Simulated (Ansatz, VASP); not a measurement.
# Si2Rh in VASP and in Ansatz

```
Rh Si
1.0
     0.00000    3.63994    0.00000
     3.63994    0.00000    0.00000
     1.81997    1.81997   -6.30078
Rh Si
2 4
Direct
  0.00000 0.00000 0.00000
  0.75000 0.25000 0.50000
  0.41700 0.41700 0.16600
  0.16700 0.66700 0.66600
  0.33300 0.83300 0.33400
  0.58300 0.58300 0.83400
```

Alike in both runs: task single point; functional PBE; k mesh 10 × 10 × 10; no spin polarisation.

```csv
,VASP,Ansatz
version,VASP 6.6.1,Ansatz 0.2.0
potentials or method,"VASP PAW PBE potentials, release 64 (Rh_pv, Si), cutoff 520 eV",PAW plane waves
occupations,"fermi-dirac, width 0.1 eV",fermi-dirac
valence electrons in the cell,46,50
```

Ansatz gave:

* pressure (GPa): 24.5
* traceless stress, the component that is largest in VASP (GPa): 14.73
* rms of the force components (eV/Å): 0.150

**Question.** What did VASP give for the same quantities?

**Answer.** Pressure (GPa): 24.3; traceless stress, the component that is largest in VASP (GPa): 14.65; rms of the force components (eV/Å): 0.150.

Atom by atom the forces differ by 0.000 eV/Å (rms over components). VASP's potentials hold 46 valence electrons a cell and Ansatz's 50, so a difference there can come from the potentials and not from the codes.
